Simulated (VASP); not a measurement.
Crystal: KBr.

```xyz
2
Lattice="0.0000 3.2554 3.2554 3.2554 0.0000 3.2554 3.2554 3.2554 0.0000" Properties=species:S:1:pos:R:3 pbc="T T T"
Br    3.2554    3.2554    3.2554
K     0.0000    0.0000    0.0000
```

Base run:

| Quantity | Value |
| --- | --- |
| Program | VASP 6.6.1 |
| Functional | r2SCAN |
| Potentials or basis | VASP PAW PBE potentials, release 64 (Br, K_sv) |
| Cutoff | 520 eV |
| k mesh | 7 × 7 × 7 |
| Occupations | fermi-dirac, width 0.05 eV |
| Spin | no spin polarisation |

Its results: band gap on the k mesh 5.20 eV, direct; pressure 0.8 GPa.

The run is repeated on the same cell with these changes: functional from r2SCAN to BLYP. What comes out?

Band gap on the k mesh 4.57 eV, direct; pressure 2.4 GPa.

r2SCAN gives the wider gap, since meta-GGAs in the generalised Kohn-Sham scheme recover part of the derivative discontinuity.

Caveats: the PAW data sets were made with another functional, which shifts forces and pressure a little.

